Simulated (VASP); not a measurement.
# La (Im-3m) in VASP: a series of runs

La is run at these levels: LDA; tasks: single point.

Everything below comes from runs of VASP 6.6.1. Logs are shortened: lines on timing, memory, paths and dates and some standing lists are left out, and cuts for length are marked.

**1. The cell of the first run**

Symmetry: Im-3m, No. 229, cubic system. The conventional cell has a = 3.365 Å, b = 3.365 Å, c = 3.365 Å, α = 90.00°, β = 90.00°, γ = 90.00°. La (site symmetry m-3m) has 14 La at 2.91 to 3.37 Å within 3.8 Å.

This isn't the form of La at room conditions, which is double hcp.

**2. Single point, LDA**

The input, INCAR:

```
SYSTEM = La
PREC     = Accurate       ! precision mode
ENCUT    = 500            ! plane-wave cutoff, eV
EDIFF    = 1E-6           ! SCF threshold, eV
ISMEAR   = 0              ! smearing method
SIGMA    = 0.05           ! smearing width, eV
LREAL    = .False.        ! projectors in reciprocal space
LASPH    = .True.         ! aspherical terms in the spheres
NELM     = 200            ! most SCF steps
ALGO     = Normal         ! electronic algorithm
ISIF     = 2              ! what is computed and relaxed
LWAVE    = .False.        ! write WAVECAR
LCHARG   = .True.         ! write CHGCAR
LELF     = .True.         ! ELF
LVHAR    = .True.       
NBANDS   = 12             ! bands
GGA_COMPAT= .False.      
LMAXMIX  = 6              ! l up to which the mixer works
```

The input, KPOINTS:

```
regular mesh
0
Gamma
  15 15 15
  0 0 0
```

The input, POSCAR:

```
La
1.0
   -1.6825157436      1.6825157436      1.6825157436
    1.6825157436     -1.6825157436      1.6825157436
    1.6825157436      1.6825157436     -1.6825157436
La
1
Direct
    0.0000000000      0.0000000000      0.0000000000
```

Potentials or basis: VASP PAW LDA potentials, release 64 (La).

On the command line:

```sh
$ cat potpaw_LDA.64/La/POTCAR > POTCAR
$ mpirun -np 1 vasp_std > vasp.out
```

OUTCAR:

```text
SYSTEM = La
   PREC = Accurate
   ENCUT = 500
   EDIFF = 1E-6
   ISMEAR = 0
   LREAL = .False.
   LASPH = .True.
   NELM = 200
   ISIF = 2

 ion  position               nearest neighbor table
   1  0.000  0.000  0.000-

  LATTYP: Found a body centered cubic cell.
 ALAT       =     3.3650314872

  Lattice vectors:

 A1 = (  -1.6825157436,   1.6825157436,   1.6825157436)
 A2 = (   1.6825157436,  -1.6825157436,   1.6825157436)
 A3 = (   1.6825157436,   1.6825157436,  -1.6825157436)

Analysis of symmetry for initial positions (statically):
=====================================================================
 Subroutine PRICEL returns:
 Original cell was already a primitive cell.

 Routine SETGRP: Setting up the symmetry group for a
 body centered cubic supercell.

 Subroutine GETGRP returns: Found 48 space group operations
 (whereof 48 operations were pure point group operations)
 out of a pool of 48 trial point group operations.

The static configuration has the point symmetry O_h .

Analysis of symmetry for dynamics (positions and initial velocities):
=====================================================================
 Subroutine PRICEL returns:
 Original cell was already a primitive cell.

 Routine SETGRP: Setting up the symmetry group for a
 body centered cubic supercell.

 Subroutine GETGRP returns: Found 48 space group operations
 (whereof 48 operations were pure point group operations)
 out of a pool of 48 trial point group operations.

The dynamic configuration has the point symmetry O_h .

 Subroutine INISYM returns: Found 48 space group operations
 (whereof 48 operations are pure point group operations),
 and found     1 'primitive' translations

----------------------------------------------------------------------------------------

                                     Primitive cell

  volume of cell :      19.0519

  direct lattice vectors                    reciprocal lattice vectors
    -1.682515744  1.682515744  1.682515744     0.000000000  0.297174039  0.297174039
     1.682515744 -1.682515744  1.682515744     0.297174039  0.000000000  0.297174039
     1.682515744  1.682515744 -1.682515744     0.297174039  0.297174039  0.000000000

  length of vectors
     2.914202752  2.914202752  2.914202752     0.420267557  0.420267557  0.420267557

  position of ions in fractional coordinates (direct lattice)
     0.000000000  0.000000000  0.000000000

  ion indices of the primitive-cell ions
   primitive index   ion index
                 1           1
[... 80 lines left out ...]
   POTIM  = 0.5000    time-step for ionic-motion
   TEBEG  =    0.0;   TEEND  =   0.0 temperature during run
   PSTRESS=    0.0 pullay stress
   NELECT =      11.0000    total number of electrons
   NUPDOWN=      -1.0000    fix difference up-down
   EMIN   =  10.00;   EMAX   =-10.00  energy-range for DOS
   EFERMI =   0.00;   METHOD = LEGACY
   ISMEAR =     0;   SIGMA  =   0.05  broadening in eV -4-tet -1-fermi 0-gaus
   EFERMI_NEDOS =   21; number of points for ismear=-14 and -15
   IALGO  =     38    algorithm
   IMIX   =      4    mixing-type and parameters
     AMIX     =   0.40;   BMIX     =  1.00
     AMIX_MAG =   1.60;   BMIX_MAG =  1.00
  volume/ion in A,a.u.               =      19.05       128.57
  Fermi-wavevector in a.u.,A,eV,Ry     =   1.363201  2.576077 25.283941  1.858317
  Thomas-Fermi vector in A             =   2.489625
   LORBIT       =      0    0 simple, 1 ext, 2 COOP (PROOUT), +10 PAW based schemes
   GGA     = CA    functional components
   LHFCALC =     F    Hartree Fock is set to
   AEXX    =    0.0000 exact exchange contribution
   IVDW    =     0    specifies the selected vdW correction
   LEPSILON=     F    determine dielectric tensor
   LRPA    =     F    only Hartree local field effects (RPA)
 non-spin polarized calculation
 Gauss-broadening in eV      SIGMA  =   0.05
  energy-cutoff  :      500.00
  volume of cell :       19.05
 maximum number of plane-waves:       494
 NGX is ok and might be reduce to    24
   NGX = 11   NGY = 11   NGZ = 11

 number of electron      10.9999999 magnetization

 Free energy of the ion-electron system (eV)
  ---------------------------------------------------
  ext. energy  EPLUGINS =         0.00000000
  ---------------------------------------------------
  free energy    TOTEN  =        -4.28553794 eV

  energy without entropy =       -4.28304312  energy(sigma->0) =       -4.28429053

 E-fermi :  16.0873     XC(G=0): -12.7989

 val. band max:       16.0781644988   @ k =   0.2000   0.1333   0.0667
 cond. band min:      16.0951076186   @ k =   0.2667   0.1333   0.0667
 fundamental gap:      0.0169431198
 Fermi energy:        16.0872941994

 k-point     1 :       0.0000    0.0000    0.0000
  band No.  band energies     occupation
      1     -17.3580      2.00000
      2       3.5126      2.00000
      3       3.5126      2.00000
      4       3.5126      2.00000
      5      16.1614      0.03620
      6      17.7470      0.00000
      7      17.7470      0.00000
      8      17.7470      0.00000
      9      18.3393      0.00000
     10      18.3393      0.00000
     11      18.3393      0.00000
     12      20.4433      0.00000
[... 331 lines left out ...]
 k-point    24 :       0.4000    0.2000    0.0000
  band No.  band energies     occupation
      1     -15.1845      2.00000
      2      -2.8239      2.00000
      3      -0.1890      2.00000
      4       2.4849      2.00000
      5      14.5888      2.00000
      6      16.6381      0.00000
      7      18.3162      0.00000
      8      18.3587      0.00000
      9      19.4242      0.00000
     10      20.0332      0.00000
     11      20.1303      0.00000
     12      20.3377      0.00000

 [... further k-points ...]

------------------------ aborting loop because EDIFF is reached ----------------------------------------

  FORCE on cell =-STRESS in cart. coord.  units (eV):
  Direction    XX          YY          ZZ          XY          YZ          ZX
  --------------------------------------------------------------------------------------
  -------------------------------------------------------------------------------------
  Total        5.3399635      5.3399635      5.3399635      0.0000000     -0.0000000      0.0000000
  in kB      449.0673354    449.0673354    449.0673354      0.0000000     -0.0000000      0.0000000
  external PRESSURE =     449.0673354 kB  Pullay stress =       0.0000000 kB

 VOLUME and BASIS-vectors are now :
 -----------------------------------------------------------------------------
  energy-cutoff  :      500.00
  volume of cell :       19.05
      direct lattice vectors                 reciprocal lattice vectors
    -1.682515744  1.682515744  1.682515744     0.000000000  0.297174039  0.297174039
     1.682515744 -1.682515744  1.682515744     0.297174039  0.000000000  0.297174039
     1.682515744  1.682515744 -1.682515744     0.297174039  0.297174039  0.000000000

 POSITION                                       TOTAL-FORCE (eV/Angst)
 -----------------------------------------------------------------------------------
      0.00000      0.00000      0.00000        -0.000000      0.000000     -0.000000
 -----------------------------------------------------------------------------------
    total drift:                                0.000000      0.000000     -0.000000

  FREE ENERGIE OF THE ION-ELECTRON SYSTEM (eV)
  ---------------------------------------------------
  free  energy   TOTEN  =        -4.2855379435 eV

  energy  without entropy=       -4.2830431218  energy(sigma->0) =       -4.28429053
```

OSZICAR:

```text
N       E                     dE             d eps       ncg     rms          rms(c)
DAV:   1     0.681800721405E+02    0.68180E+02   -0.37339E+03  3152   0.130E+03
DAV:   2     0.287623470213E+00   -0.67892E+02   -0.63145E+02  3252   0.196E+02
DAV:   3    -0.437883014945E+01   -0.46665E+01   -0.43440E+01  4452   0.683E+01
DAV:   4    -0.454748115246E+01   -0.16865E+00   -0.16630E+00  5044   0.102E+01
DAV:   5    -0.455506815244E+01   -0.75870E-02   -0.75128E-02  4544   0.170E+00    0.756E+00
DAV:   6    -0.437696996453E+01    0.17810E+00   -0.83826E-02  4804   0.283E+00    0.422E+00
DAV:   7    -0.428866729393E+01    0.88303E-01   -0.58077E-02  5432   0.185E+00    0.590E-01
DAV:   8    -0.428545936166E+01    0.32079E-02   -0.32910E-03  3804   0.738E-01    0.447E-02
DAV:   9    -0.428552955896E+01   -0.70197E-04   -0.53773E-04  5128   0.170E-01    0.305E-02
DAV:  10    -0.428553065882E+01   -0.10999E-05   -0.27521E-05  4324   0.501E-02    0.981E-03
DAV:  11    -0.428553804664E+01   -0.73878E-05   -0.25415E-06  4372   0.175E-02    0.295E-03
DAV:  12    -0.428553794349E+01    0.10315E-06   -0.29403E-07  2588   0.437E-03
   1 F= -.42855379E+01 E0= -.42842905E+01  d E =-.249482E-02
```

Wall time 11 s (1 thread of Intel Xeon 6975P-C (Granite Rapids), shared host); peak memory 0.16 GiB.

Results:

```yaml
Free_energy: -4.2855 eV
Pressure: 44.9 GPa
Band_gap_on_the_k_mesh: zero (an odd number of electrons rules out a gap without spin polarisation)
```

Caveat: the cell stands under pressure; spin-orbit coupling is left out, which moves the levels of the heavy elements.

**3. Single point, LDA**

This run uses another cell than the first one, of 20.83 Å³/atom.

INCAR: that of step 2 with these lines changed.

```diff
@@ -12,5 +12,3 @@
 LWAVE    = .False.        ! write WAVECAR
-LCHARG   = .True.         ! write CHGCAR
-LELF     = .True.         ! ELF
-LVHAR    = .True.       
+LCHARG   = .False.        ! write CHGCAR
 NBANDS   = 12             ! bands
```

The input, KPOINTS:

```
Automatic mesh
0
Gamma
  15 15 15
  0 0 0
```

The input, POSCAR:

```
La
1.0
   -1.7332205685      1.7332205685      1.7332205685
    1.7332205685     -1.7332205685      1.7332205685
    1.7332205685      1.7332205685     -1.7332205685
La
1
Direct
    0.0000000000      0.0000000000      0.0000000000
```

Potentials or basis: VASP PAW LDA potentials, release 64 (La).

On the command line:

```sh
$ cat potpaw_LDA.64/La/POTCAR > POTCAR
$ mpirun -np 1 vasp_std > vasp.out
```

It took 10 s on 1 thread of Intel Xeon 6975P-C (Granite Rapids), shared host; peak memory 0.16 GiB.

Results (log left out):

```yaml
Free_energy: -4.6874 eV
Pressure: 29.8 GPa
Band_gap_on_the_k_mesh: zero (an odd number of electrons rules out a gap without spin polarisation)
```

Levels at points of the mesh, in eV from the Fermi level:
| k point | band 3 | band 4 | band 5 | band 6 | band 7 | band 8 | band 9 | band 10 |
| --- | --- | --- | --- | --- | --- | --- | --- | --- |
| (0.00, 0.00, 0.00) | -13.13 | -13.13 | -0.81 | 1.72 | 1.72 | 1.72 | 2.14 | 2.14 |

Caveat: the cell stands under pressure; spin-orbit coupling is left out, which moves the levels of the heavy elements.

[end of part 1 of 2]
